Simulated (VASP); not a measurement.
# PtSe2 (C2/m) in VASP: further runs

The runs below take PtSe2 through single point, with PBE.

All numbers are computed with VASP 6.6.1; they aren't measurements. Logs are shortened: lines on timing, memory, paths and dates and some standing lists are left out, and cuts for length are marked.

## 1. The cell of the first run

Symmetry: C2/m, No. 12, monoclinic system. Conventional cell: a = 6.547 Å, b = 3.724 Å, c = 5.062 Å, α = 90.00°, β = 90.00°, γ = 90.00°. Pt (site symmetry 2/m) has 6 Se at 2.50 to 2.52 Å within 3.3 Å. Se (site symmetry m) has 3 Pt at 2.50 to 2.52 Å and 6 Se at 3.33 to 3.34 Å within 3.4 Å.

## 2. Single point, PBE (strain +0.0150 x Voigt [0, 1, 0, 0, 0, 0])

File INCAR:

```
SYSTEM = PtSe2
PREC = Accurate ; ENCUT = 520
EDIFF = 1E-7 ; ISMEAR = 0
SIGMA = 0.15 ; LREAL = .False.
LASPH = .True. ; NELM = 60
ALGO = Normal ; ISIF = 2
LWAVE = .False. ; LCHARG = .True.
GGA = PE ; LELF = .True.
LVHAR = .True. ; NBANDS = 18
```

File KPOINTS:

```
regular mesh
0
Gamma
  12 12 10
  0 0 0
```

File POSCAR:

```
PtSe2
1.0
    3.7240006046      0.0000000000      0.0000000000
   -1.8620003023      3.2734553142      0.0000000000
    0.0000000000      0.0000000000      5.0620000000
Pt Se
1 2
Direct
    0.0000000000      0.0000000000      0.0000000000
    0.3333333333      0.6666666667      0.2500000000
    0.6666666667      0.3333333333      0.7500000000
```

Potentials or basis: VASP PAW PBE potentials, release 64 (Pt, Se).

Started as:

```console
$ cat potpaw_PBE.64/Pt/POTCAR potpaw_PBE.64/Se/POTCAR > POTCAR
$ mpirun -np 1 vasp_std > vasp.out
```

OUTCAR:

```text
SYSTEM = PtSe2
   PREC = Accurate
   ENCUT = 520
   EDIFF = 1E-7
   ISMEAR = 0
   LREAL = .False.
   LASPH = .True.
   NELM = 60
   ISIF = 2
   GGA = PE

 ion  position               nearest neighbor table
   1  0.000  0.000  0.000-   2 2.50   3 2.50   3 2.50   2 2.50   3 2.52   2 2.52
   2  0.333  0.667  0.250-   1 2.50   1 2.50   1 2.52
   3  0.667  0.333  0.750-   1 2.50   1 2.50   1 2.52

  LATTYP: Found a base centered orthorhombic cell.
 ALAT       =     3.7240006046
 B/A-ratio  =     1.7580315697
 C/A-ratio  =     1.3592908642

  Lattice vectors:

 A1 = (   1.8620003023,  -3.2734553142,   0.0000000000)
 A2 = (   1.8620003023,   3.2734553142,   0.0000000000)
 A3 = (   0.0000000000,   0.0000000000,   5.0620000000)

Analysis of symmetry for initial positions (statically):
=====================================================================
 Subroutine PRICEL returns:
 Original cell was already a primitive cell.

 Routine SETGRP: Setting up the symmetry group for a
 base centered orthorhombic supercell.

 Subroutine GETGRP returns: Found  4 space group operations
 (whereof  4 operations were pure point group operations)
 out of a pool of  8 trial point group operations.

The static configuration has the point symmetry C_2h.

Analysis of symmetry for dynamics (positions and initial velocities):
=====================================================================
 Subroutine PRICEL returns:
 Original cell was already a primitive cell.

 Routine SETGRP: Setting up the symmetry group for a
 base centered orthorhombic supercell.

 Subroutine GETGRP returns: Found  4 space group operations
 (whereof  4 operations were pure point group operations)
 out of a pool of  8 trial point group operations.

The dynamic configuration has the point symmetry C_2h.

 Subroutine INISYM returns: Found  4 space group operations
 (whereof  4 operations are pure point group operations),
 and found     1 'primitive' translations

----------------------------------------------------------------------------------------

                                     Primitive cell

  volume of cell :      61.7075

  direct lattice vectors                    reciprocal lattice vectors
     3.724000605  0.000000000  0.000000000     0.268528420  0.152743799  0.000000000
    -1.862000302  3.273455314  0.000000000     0.000000000  0.305487598  0.000000000
     0.000000000  0.000000000  5.062000000     0.000000000  0.000000000  0.197550375

[... 78 lines left out ...]
   ICHARG =      2    charge: 1-file 2-atom 10-const
   ISPIN  =      1    spin polarized calculation?
   LNONCOLLINEAR =      F non collinear calculations
   LSORBIT =      F    spin-orbit coupling
   LASPH  =      T    aspherical Exc in radial PAW
   ENCUT  =  520.0 eV  38.22 Ry    6.18 a.u.   6.92  7.00  9.41*2*pi/ulx,y,z
   NELM   =     60;   NELMIN=  2; NELMDL= -5     # of ELM steps
   EDIFF  = 0.1E-06   stopping-criterion for ELM
   LREAL  =      F    real-space projection
   EDIFFG = 0.1E-05   stopping-criterion for IOM
   NSW    =      0    number of steps for IOM
   IBRION =     -1    ionic relax: 0-MD 1-quasi-New 2-CG
   NFREE  =      0    steps in history (QN), initial steepest desc. (CG)
   ISIF   =      2    stress and relaxation
   ISYM   =      2    0-nonsym 1-usesym 2-fastsym
   POTIM  = 0.5000    time-step for ionic-motion
   TEBEG  =    0.0;   TEEND  =   0.0 temperature during run
   PSTRESS=    0.0 pullay stress
   NELECT =      22.0000    total number of electrons
   NUPDOWN=      -1.0000    fix difference up-down
   EMIN   =  10.00;   EMAX   =-10.00  energy-range for DOS
   EFERMI =   0.00;   METHOD = LEGACY
   ISMEAR =     0;   SIGMA  =   0.15  broadening in eV -4-tet -1-fermi 0-gaus
   EFERMI_NEDOS =   21; number of points for ismear=-14 and -15
   IALGO  =     38    algorithm
   IMIX   =      4    mixing-type and parameters
     AMIX     =   0.40;   BMIX     =  1.00
     AMIX_MAG =   1.60;   BMIX_MAG =  1.00
  volume/ion in A,a.u.               =      20.57       138.81
  Fermi-wavevector in a.u.,A,eV,Ry     =   1.160833  2.193656 18.334293  1.347533
  Thomas-Fermi vector in A             =   2.297411
   LORBIT       =      0    0 simple, 1 ext, 2 COOP (PROOUT), +10 PAW based schemes
   GGA     = PE    functional components
   LHFCALC =     F    Hartree Fock is set to
   AEXX    =    0.0000 exact exchange contribution
   IVDW    =     0    specifies the selected vdW correction
   LEPSILON=     F    determine dielectric tensor
   LRPA    =     F    only Hartree local field effects (RPA)
 non-spin polarized calculation
 Gauss-broadening in eV      SIGMA  =   0.15
  energy-cutoff  :      520.00
  volume of cell :       61.71
 maximum number of plane-waves:      1679
   NGX = 13   NGY = 13   NGZ = 19

 number of electron      21.9999998 magnetization

 Free energy of the ion-electron system (eV)
  ---------------------------------------------------
  ext. energy  EPLUGINS =         0.00000000
  ---------------------------------------------------
  free energy    TOTEN  =       -14.22375904 eV

  energy without entropy =      -14.21674082  energy(sigma->0) =      -14.22024993

 E-fermi :   6.3338     XC(G=0): -10.5627

 val. band max:        6.3213197717   @ k =   0.0000  -0.0833   0.1000
 cond. band min:       6.3373456137   @ k =   0.0833   0.2500   0.3000
 fundamental gap:      0.0160258420
 Fermi energy:         6.3337947642

 k-point     1 :       0.0000    0.0000    0.0000
  band No.  band energies     occupation
      1      -9.2515      2.00000
      2      -6.4896      2.00000
      3      -0.7198      2.00000
      4      -0.0521      2.00000
      5      -0.0371      2.00000
      6       2.3699      2.00000
[... 481 lines left out ...]
      5       1.0974      2.00000
      6       1.4751      2.00000
[... 10 lines left out ...]
     17      15.5340      0.00000
     18      16.2006      0.00000

 [... further k-points ...]
[... 5 lines left out ...]
  --------------------------------------------------------------------------------------
  -------------------------------------------------------------------------------------
  Total        2.4444971      1.6038013      1.7022249      0.0000000     -0.2675662      0.0000000
  in kB       63.4690224     41.6411625     44.1966354      0.0000000     -6.9471010      0.0000000
  external PRESSURE =      49.7689401 kB  Pullay stress =       0.0000000 kB

 VOLUME and BASIS-vectors are now :
 -----------------------------------------------------------------------------
  energy-cutoff  :      520.00
  volume of cell :       61.71
      direct lattice vectors                 reciprocal lattice vectors
     3.724000605  0.000000000  0.000000000     0.268528420  0.152743799  0.000000000
    -1.862000302  3.273455314  0.000000000     0.000000000  0.305487598  0.000000000
     0.000000000  0.000000000  5.062000000     0.000000000  0.000000000  0.197550375

 POSITION                                       TOTAL-FORCE (eV/Angst)
 -----------------------------------------------------------------------------------
      0.00000      0.00000      0.00000         0.000000      0.000000      0.000000
     -0.00000      2.18230      1.26550        -0.000000     -0.075096      0.403176
      1.86200      1.09115      3.79650        -0.000000      0.075096     -0.403176
 -----------------------------------------------------------------------------------
    total drift:                               -0.000000     -0.000000     -0.000000

  FREE ENERGIE OF THE ION-ELECTRON SYSTEM (eV)
  ---------------------------------------------------
  free  energy   TOTEN  =       -14.2237590398 eV

  energy  without entropy=      -14.2167408212  energy(sigma->0) =      -14.22024993
```

OSZICAR:

```text
N       E                     dE             d eps       ncg     rms          rms(c)
DAV:   1     0.110263876255E+03    0.11026E+03   -0.10047E+04 14504   0.107E+03
DAV:   2    -0.986454400453E+01   -0.12013E+03   -0.11620E+03 17626   0.211E+02
DAV:   3    -0.149699293613E+02   -0.51054E+01   -0.50521E+01 17212   0.432E+01
DAV:   4    -0.150101921805E+02   -0.40263E-01   -0.40244E-01 17940   0.418E+00
DAV:   5    -0.150106122191E+02   -0.42004E-03   -0.42003E-03 17298   0.415E-01    0.126E+01
DAV:   6    -0.144506891631E+02    0.55992E+00   -0.42264E+00 14778   0.187E+01    0.782E+00
DAV:   7    -0.142420512932E+02    0.20864E+00   -0.82086E-01 14628   0.886E+00    0.388E+00
DAV:   8    -0.142257464997E+02    0.16305E-01   -0.48281E-02 15768   0.156E+00    0.816E-01
DAV:   9    -0.142235629368E+02    0.21836E-02   -0.68673E-03 16434   0.797E-01    0.175E-01
DAV:  10    -0.142237549685E+02   -0.19203E-03   -0.11029E-03 16756   0.208E-01    0.426E-02
DAV:  11    -0.142237575171E+02   -0.25486E-05   -0.45165E-05 18580   0.599E-02    0.251E-02
DAV:  12    -0.142237585362E+02   -0.10190E-05   -0.10141E-05 15448   0.219E-02    0.235E-03
DAV:  13    -0.142237589584E+02   -0.42220E-06   -0.71410E-07 18648   0.526E-03    0.153E-03
DAV:  14    -0.142237590398E+02   -0.81415E-07   -0.12852E-07 12636   0.265E-03
   1 F= -.14223759E+02 E0= -.14220250E+02  d E =-.701822E-02
```

stdout:

```text
POSCAR found type information on POSCAR PtSe
 POSCAR found :  2 types and       3 ions
 scaLAPACK will be used
 LDA part: xc-table for (Slater+PW92), standard interpolation
 POSCAR, INCAR and KPOINTS ok, starting setup
 FFT: planning ... GRIDC
 FFT: planning ... GRID_SOFT
 FFT: planning ... GRID
 WAVECAR not read
 entering main loop
```

Wall time 6.8 min (1 thread of Intel Xeon 8259CL, shared host); peak memory 0.54 GiB.

What came out:

```
Free energy            : -14.2238 eV
Pressure               : 5.0 GPa
Largest force          : 0.410 eV/Å
Band gap on the k mesh : zero (bands 11 and 12 overlap by 0.43 eV)
```

Forces in eV/Å, atoms in the order of the input:
```
Pt   0.000  0.000  0.000
Se   0.000 -0.075  0.403
Se   0.000  0.075 -0.403
```

Caveat: the cell differs from its parent crystal (strain +0.0150 x Voigt [0, 1, 0, 0, 0, 0]); the cell stands under pressure; spin-orbit coupling is left out, which moves the levels of the heavy elements.

[end of part 1 of 2]
